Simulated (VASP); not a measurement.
# LiMo16 (a cell with a defect) in VASP: single point with PBE+D3(BJ)

Aim: the single point of LiMo16 (a cell with a defect) with PBE+D3(BJ).

Everything below comes from runs of VASP 6.6.1. Logs are shortened: lines on timing, memory, paths and dates and some standing lists are left out, and cuts for length are marked.

## 1. The cell of the first run

The cell holds a defect, 17 atoms: a = 6.300 Å, b = 6.300 Å, c = 6.300 Å, α = 90.00°, β = 90.00°, γ = 90.00°.

## 2. Single point, PBE+D3(BJ)

INCAR reads:

```
SYSTEM = LiMo16
  PREC = Accurate
  ENCUT = 520
  EDIFF = 1E-7
  ISMEAR = -1
  SIGMA = 0.05
  LREAL = Auto
  LASPH = .TRUE.
  NELM = 100
  ALGO = Normal
  ISIF = 2
  LWAVE = .FALSE.
  LCHARG = .FALSE.
  GGA = PE
  IVDW = 12
  NBANDS = 128
```

KPOINTS reads:

```
regular mesh
0
G
  2 2 2
  0 0 0
```

POSCAR reads:

```
LiMo16
1.0
    6.3000000000      0.0000000000      0.0000000000
    0.0000000000      6.3000000000      0.0000000000
    0.0000000000      0.0000000000      6.3000000000
Mo Li
16 1
Direct
   -0.0049568729     -0.0025622408      0.0566803858
    0.4938947109      0.0000309996     -0.0026291468
   -0.0069585216      0.4989232732     -0.0026635765
   -0.0051043838     -0.0023456890      0.4437216297
    0.2536929846      0.2598722459      0.2495532148
    0.4930208955      0.5003310623      0.0007037705
    0.4939096078      0.0001839875      0.5021565820
    0.7334962452      0.2594708323      0.2501870125
   -0.0071056434      0.4988300933      0.5021179538
    0.2545871008      0.7382286413      0.2494560666
    0.2496418049      0.2563879679      0.7496095075
    0.4927920777      0.5004972226      0.4983698060
    0.7328111143      0.7389769156      0.2496640899
    0.7349564855      0.2582398397      0.7503496754
    0.2471796321      0.7457720683      0.7495921964
    0.7375007042      0.7443494843      0.7498478102
    0.9876793580      0.0078446960      0.7501658221
```

Potentials or basis: VASP PAW PBE potentials, release 64 (Mo_sv, Li_sv).

Launch:

```sh
$ cat potpaw_PBE.64/Mo_sv/POTCAR potpaw_PBE.64/Li_sv/POTCAR > POTCAR
$ mpirun -np 1 vasp_std > vasp.out
```

OUTCAR:

```text
SYSTEM = LiMo16
   PREC = Accurate
   ENCUT = 520
   EDIFF = 1E-7
   ISMEAR = -1
   LREAL = Auto
   LASPH = .TRUE.
   NELM = 100
   ISIF = 2
   GGA = PE
   IVDW = 12
 IVDW          = 12

 ion  position               nearest neighbor table
   1  0.995  0.997  0.057-  17 1.93   4 2.44  10 2.61  13 2.62   5 2.62   8 2.63  15 2.96  16 2.99
                            11 3.00  14 3.02   3 3.16   2 3.16   2 3.18   3 3.18
   2  0.494  0.000  0.997-  14 2.72  16 2.72  11 2.72  15 2.72   8 2.74   5 2.74  13 2.74  10 2.74
                             7 3.12   6 3.15   6 3.15   1 3.16   1 3.18   7 3.18
   3  0.993  0.499  0.997-  14 2.71  11 2.72  16 2.72  15 2.72   8 2.74   5 2.74  13 2.74  10 2.74
                             9 3.12   6 3.15   6 3.15   1 3.16   9 3.18   1 3.18
   4  0.995  0.998  0.444-  17 1.93   1 2.44  10 2.62  13 2.62   5 2.62   8 2.63  15 2.96  16 2.98
                            11 2.99  14 3.02   9 3.16   7 3.17   7 3.18   9 3.18
   5  0.254  0.260  0.250-   1 2.62   4 2.62  12 2.65   6 2.65   3 2.74   2 2.74   9 2.74   7 2.74
                            10 3.01   8 3.02  11 3.15  11 3.15   8 3.28  10 3.29
   6  0.493  0.500  0.001-  10 2.64  13 2.65   5 2.65   8 2.66  14 2.67  11 2.69  16 2.69  15 2.70
                            12 3.14   2 3.15   3 3.15   3 3.15   2 3.15  12 3.16
   7  0.494  0.000  0.502-  16 2.72  14 2.72  11 2.72  15 2.72   8 2.73   5 2.74  13 2.74  10 2.74
                             2 3.12  12 3.15  12 3.15   4 3.17   4 3.18   2 3.18
   8  0.733  0.259  0.250-   4 2.63   1 2.63  12 2.66   6 2.66   9 2.73   7 2.73   2 2.74   3 2.74
                            13 3.02   5 3.02  14 3.15  14 3.15   5 3.28  13 3.28
   9  0.993  0.499  0.502-  11 2.72  14 2.72  16 2.72  15 2.72   8 2.73   5 2.74  13 2.74  10 2.74
                             3 3.12  12 3.15  12 3.15   4 3.16   4 3.18   3 3.18
  10  0.255  0.738  0.249-   1 2.61   4 2.62  12 2.64   6 2.64   3 2.74   2 2.74   9 2.74   7 2.74
                            13 3.01   5 3.01  15 3.15  15 3.15   5 3.29  13 3.29
  11  0.250  0.256  0.750-  17 2.27   6 2.69  12 2.69   9 2.72   3 2.72   7 2.72   2 2.72   4 2.99
                             1 3.00  14 3.06  15 3.08   5 3.15   5 3.15  15 3.22  14 3.24
  12  0.493  0.500  0.498-  10 2.64  13 2.65   5 2.65   8 2.66  14 2.68  11 2.69  16 2.69  15 2.70
                             6 3.14   7 3.15   9 3.15   9 3.15   7 3.15   6 3.16
  13  0.733  0.739  0.250-   1 2.62   4 2.62  12 2.65   6 2.65   2 2.74   3 2.74   9 2.74   7 2.74
                            10 3.01   8 3.02  16 3.15  16 3.15   8 3.28  10 3.29
  14  0.735  0.258  0.750-  17 2.24   6 2.67  12 2.68   3 2.71   2 2.72   9 2.72   7 2.72   4 3.02
                             1 3.02  11 3.06  16 3.06   8 3.15   8 3.15  16 3.24  11 3.24
  15  0.247  0.746  0.750-  17 2.32  12 2.70   6 2.70   7 2.72   9 2.72   3 2.72   2 2.72   4 2.96
                             1 2.96  11 3.08  16 3.09  10 3.15  10 3.15  16 3.21  11 3.22
  16  0.738  0.744  0.750-  17 2.29   6 2.69  12 2.69   2 2.72   7 2.72   3 2.72   9 2.72   4 2.98
                             1 2.99  14 3.06  15 3.09  13 3.15  13 3.15  15 3.21  14 3.24
  17  0.988  0.008  0.750-   4 1.93   1 1.93  14 2.24  11 2.27  16 2.29  15 2.32

  LATTYP: Found a simple cubic cell.
 ALAT       =     6.3000000000

  Lattice vectors:

 A1 = (   6.3000000000,   0.0000000000,   0.0000000000)
 A2 = (   0.0000000000,   6.3000000000,   0.0000000000)
 A3 = (   0.0000000000,   0.0000000000,   6.3000000000)

Analysis of symmetry for initial positions (statically):
=====================================================================
 Subroutine PRICEL returns:
 Original cell was already a primitive cell.

 Routine SETGRP: Setting up the symmetry group for a
 simple cubic supercell.

 Subroutine GETGRP returns: Found  1 space group operations
 (whereof  1 operations were pure point group operations)
 out of a pool of 48 trial point group operations.

The static configuration has the point symmetry C_1 .

Analysis of symmetry for dynamics (positions and initial velocities):
=====================================================================
 Subroutine PRICEL returns:
 Original cell was already a primitive cell.

 Routine SETGRP: Setting up the symmetry group for a
 simple cubic supercell.

 Subroutine GETGRP returns: Found  1 space group operations
 (whereof  1 operations were pure point group operations)
 out of a pool of 48 trial point group operations.

The dynamic configuration has the point symmetry C_1 .

 Subroutine INISYM returns: Found  1 space group operations
 (whereof  1 operations are pure point group operations),
 and found     1 'primitive' translations

----------------------------------------------------------------------------------------

                                     Primitive cell

  volume of cell :     250.0470

  direct lattice vectors                    reciprocal lattice vectors
     6.300000000  0.000000000  0.000000000     0.158730159  0.000000000  0.000000000
     0.000000000  6.300000000  0.000000000     0.000000000  0.158730159  0.000000000
     0.000000000  0.000000000  6.300000000     0.000000000  0.000000000  0.158730159

  length of vectors
     6.300000000  6.300000000  6.300000000     0.158730159  0.158730159  0.158730159

  position of ions in fractional coordinates (direct lattice)
     0.995043127  0.997437759  0.056680386
     0.493894711  0.000031000  0.997370853
     0.993041478  0.498923273  0.997336424
     0.994895616  0.997654311  0.443721630
     0.253692985  0.259872246  0.249553215
     0.493020896  0.500331062  0.000703771
[... 9 lines left out ...]
     0.737500704  0.744349484  0.749847810
     0.987679358  0.007844696  0.750165822

  ion indices of the primitive-cell ions
   primitive index   ion index
                 1           1
                 2           2
                 3           3
                 4           4
                 5           5
                 6           6
[... 9 lines left out ...]
                16          16
                17          17

----------------------------------------------------------------------------------------

 KPOINTS: regular mesh

Automatic generation of k-mesh.
 Grid dimensions read from file:
 generate k-points for:    2    2    2

 Generating k-lattice:

  Cartesian coordinates                     Fractional coordinates (reciprocal lattice)
     0.079365079  0.000000000  0.000000000     0.500000000  0.000000000  0.000000000
     0.000000000  0.079365079  0.000000000     0.000000000  0.500000000  0.000000000
     0.000000000  0.000000000  0.079365079     0.000000000  0.000000000  0.500000000

  Length of vectors
     0.079365079  0.079365079  0.079365079

  Shift w.r.t. Gamma in fractional coordinates (k-lattice)
     0.000000000  0.000000000  0.000000000

 Subroutine IBZKPT returns following result:
 ===========================================

 Found      8 irreducible k-points:

 Following reciprocal coordinates:
            Coordinates               Weight
  0.000000  0.000000  0.000000      1.000000
  0.500000  0.000000  0.000000      1.000000
  0.000000  0.500000  0.000000      1.000000
  0.000000  0.000000  0.500000      1.000000
  0.500000  0.500000  0.000000      1.000000
  0.000000  0.500000  0.500000      1.000000
  0.500000  0.000000  0.500000      1.000000
  0.500000  0.500000  0.500000      1.000000
   k-points           NKPTS =      8   k-points in BZ     NKDIM =      8   number of bands    NBANDS=    128
   number of dos      NEDOS =    301   number of ions     NIONS =     17
   total plane-waves  NPLWV = 110592
   dimension x,y,z NGX =    48 NGY =   48 NGZ =   48
   dimension x,y,z NGXF=    96 NGYF=   96 NGZF=   96
   ions per type =              16   1
   NGX,Y,Z   is equivalent  to a cutoff of  12.67, 12.67, 12.67 a.u.
   NGXF,Y,Z  is equivalent  to a cutoff of  25.33, 25.33, 25.33 a.u.
 SYSTEM =  LiMo16
   PREC   = accura    normal or accurate (medium, high low for compatibility)
   ISTART =      0    job   : 0-new  1-cont  2-samecut
   ICHARG =      2    charge: 1-file 2-atom 10-const
   ISPIN  =      1    spin polarized calculation?
   LNONCOLLINEAR =      F non collinear calculations
   LSORBIT =      F    spin-orbit coupling
   LASPH  =      T    aspherical Exc in radial PAW
   ENCUT  =  520.0 eV  38.22 Ry    6.18 a.u.  11.71 11.71 11.71*2*pi/ulx,y,z
   NELM   =    100;   NELMIN=  2; NELMDL= -5     # of ELM steps
   EDIFF  = 0.1E-06   stopping-criterion for ELM
   LREAL  =      T    real-space projection
   EDIFFG = 0.1E-05   stopping-criterion for IOM
   NSW    =      0    number of steps for IOM
   IBRION =     -1    ionic relax: 0-MD 1-quasi-New 2-CG
   NFREE  =      0    steps in history (QN), initial steepest desc. (CG)
   ISIF   =      2    stress and relaxation
   ISYM   =      2    0-nonsym 1-usesym 2-fastsym
   POTIM  = 0.5000    time-step for ionic-motion
   TEBEG  =    0.0;   TEEND  =   0.0 temperature during run
   PSTRESS=    0.0 pullay stress
   NELECT =     227.0000    total number of electrons
   NUPDOWN=      -1.0000    fix difference up-down
   EMIN   =  10.00;   EMAX   =-10.00  energy-range for DOS
   EFERMI =   0.00;   METHOD = LEGACY
   ISMEAR =    -1;   SIGMA  =   0.05  broadening in eV -4-tet -1-fermi 0-gaus
   EFERMI_NEDOS =   21; number of points for ismear=-14 and -15
   IALGO  =     38    algorithm
   IMIX   =      4    mixing-type and parameters
     AMIX     =   0.40;   BMIX     =  1.00
     AMIX_MAG =   1.60;   BMIX_MAG =  1.00
  volume/ion in A,a.u.               =      14.71        99.26
  Fermi-wavevector in a.u.,A,eV,Ry     =   1.585171  2.995540 34.188290  2.512768
  Thomas-Fermi vector in A             =   2.684677
   LORBIT       =      0    0 simple, 1 ext, 2 COOP (PROOUT), +10 PAW based schemes
   GGA     = PE    functional components
   LHFCALC =     F    Hartree Fock is set to
   AEXX    =    0.0000 exact exchange contribution
   IVDW    =    12    specifies the selected vdW correction
   LEPSILON=     F    determine dielectric tensor
   LRPA    =     F    only Hartree local field effects (RPA)
 non-spin polarized calculation
  energy-cutoff  :      520.00
  volume of cell :      250.05
 maximum number of plane-waves:      6776
 NGX is ok and might be reduce to    48
   NGX = 23   NGY = 23   NGZ = 23

 number of electron     226.9999996 magnetization

 Free energy of the ion-electron system (eV)
  ---------------------------------------------------
  ext. energy  EPLUGINS =         0.00000000
  ---------------------------------------------------
  free energy    TOTEN  =      -171.52848053 eV

  energy without entropy =     -171.48276016  energy(sigma->0) =     -171.50562034

 E-fermi :  12.6533     XC(G=0): -13.4449

 val. band max:       12.6147869148   @ k =   0.0000   0.0000   0.5000
 cond. band min:      12.7432136384   @ k =   0.5000   0.5000   0.0000
 fundamental gap:      0.1284267236
 Fermi energy:        12.6532860905

 k-point     1 :       0.0000    0.0000    0.0000
  band No.  band energies     occupation
      1     -48.4567      2.00000
      2     -48.2652      2.00000
      3     -48.2529      2.00000
      4     -48.2491      2.00000
      5     -48.2268      2.00000
      6     -48.2218      2.00000
[... 117 lines left out ...]
    124      14.3421      0.00000
    125      14.4457      0.00000

 k-point     2 :       0.5000    0.0000    0.0000
  band No.  band energies     occupation
      1     -48.4079      2.00000
      2     -48.3431      2.00000
      3     -48.2622      2.00000
      4     -48.2505      2.00000
      5     -48.2276      2.00000
      6     -48.2238      2.00000
[... 885 lines left out ...]
    124      14.5364      0.00000
    125      14.5398      0.00000
 [bands above 125 left out]

------------------------ aborting loop because EDIFF is reached ----------------------------------------

 Edisp (eV)  -12.21005

 E8    (eV) :    -5.7360

  FORCE on cell =-STRESS in cart. coord.  units (eV):
  Direction    XX          YY          ZZ          XY          YZ          ZX
  --------------------------------------------------------------------------------------
  -------------------------------------------------------------------------------------
  Total       5.25661     5.25360    17.46784    -0.02592     0.00746    -0.01882
  in kB      33.68175    33.66247   111.92526    -0.16608     0.04778    -0.12060
  external pressure =       59.76 kB  Pullay stress =        0.00 kB

 VOLUME and BASIS-vectors are now :
 -----------------------------------------------------------------------------
  energy-cutoff  :      520.00
  volume of cell :      250.05
      direct lattice vectors                 reciprocal lattice vectors
     6.300000000  0.000000000  0.000000000     0.158730159  0.000000000  0.000000000
     0.000000000  6.300000000  0.000000000     0.000000000  0.158730159  0.000000000
     0.000000000  0.000000000  6.300000000     0.000000000  0.000000000  0.158730159

 POSITION                                       TOTAL-FORCE (eV/Angst)
 -----------------------------------------------------------------------------------
      6.26877      6.28386      0.35709        -0.022583      0.018622     -0.054198
      3.11154      0.00020      6.28344        -0.008634     -0.004857     -0.001795
      6.25616      3.14322      6.28322         0.013311      0.005527     -0.000678
      6.26784      6.28522      2.79545        -0.009559     -0.001717      0.011469
      1.59827      1.63720      1.57219         0.030291      0.013571      0.016414
      3.10603      3.15209      0.00443        -0.020330      0.004609     -0.004660
[... 9 lines left out ...]
      4.64625      4.68940      4.72404        -0.015714      0.003379     -0.016180
      6.22238      0.04942      4.72604         0.014081     -0.023148      0.012941
 -----------------------------------------------------------------------------------
    total drift:                                0.002585     -0.004802      0.002180

  FREE ENERGIE OF THE ION-ELECTRON SYSTEM (eV)
  ---------------------------------------------------
  free  energy   TOTEN  =      -183.7385263656 eV

  energy  without entropy=     -183.6928059891  energy(sigma->0) =     -183.71566618
```

It took 5.5 min on 1 thread of Intel Xeon 6975P-C (Granite Rapids), shared host; peak memory 0.42 GiB.

Results:

```
Free energy                : -183.7385 eV
Largest force              : 0.062 eV/Å
Dispersion energy per atom : -0.718 eV
```

Forces on the atoms (eV/Å):
```
Mo  -0.023  0.019 -0.054
Mo  -0.009 -0.005 -0.002
Mo   0.013  0.006 -0.001
Mo  -0.010 -0.002  0.011
Mo   0.030  0.014  0.016
Mo  -0.020  0.005 -0.005
Mo  -0.008 -0.015  0.001
Mo   0.002 -0.006 -0.014
Mo   0.017  0.018  0.004
Mo   0.009  0.001  0.029
Mo  -0.010  0.007  0.000
Mo  -0.004 -0.003  0.033
Mo  -0.005 -0.012  0.018
Mo  -0.002 -0.003 -0.030
Mo   0.019 -0.002 -0.004
Mo  -0.016  0.003 -0.016
Li   0.014 -0.023  0.013
```

Levels at points of the mesh, in eV from the Fermi level:
| k point | band 109 | band 110 | band 111 | band 112 | band 113 | band 114 | band 115 | band 116 | band 117 | band 118 |
| --- | --- | --- | --- | --- | --- | --- | --- | --- | --- | --- |
| (0.00, 0.00, 0.00) | -0.53 | -0.50 | -0.50 | -0.25 | -0.25 | 0.59 | 0.82 | 0.82 | 1.09 | 1.10 |
| (0.50, 0.00, 0.00) | -0.77 | -0.69 | -0.29 | -0.28 | -0.12 | 0.15 | 0.19 | 0.43 | 0.46 | 0.56 |
| (0.00, 0.50, 0.00) | -0.77 | -0.69 | -0.29 | -0.28 | -0.12 | 0.16 | 0.19 | 0.43 | 0.46 | 0.56 |
| (0.00, 0.00, 0.50) | -0.60 | -0.42 | -0.40 | -0.40 | -0.21 | -0.04 | 0.33 | 0.47 | 0.56 | 0.83 |
| (0.50, 0.50, 0.00) | -1.10 | -0.83 | -0.48 | -0.21 | -0.21 | 0.09 | 0.09 | 0.19 | 0.27 | 0.90 |
| (0.00, 0.50, 0.50) | -0.92 | -0.89 | -0.81 | -0.80 | -0.47 | -0.27 | 0.14 | 0.37 | 0.51 | 0.55 |
| (0.50, 0.00, 0.50) | -0.92 | -0.89 | -0.81 | -0.80 | -0.47 | -0.27 | 0.14 | 0.37 | 0.51 | 0.55 |
| (0.50, 0.50, 0.50) | -2.22 | -2.16 | -1.76 | -1.74 | -1.25 | -0.35 | 1.47 | 1.49 | 1.57 | 1.57 |

Caveat: the k points lie up to 0.50 Å⁻¹ apart; the cutoff is under 1.25 times the usual one of these potentials, so pressure, stress and relaxed cells hold a basis-set (Pulay) error.
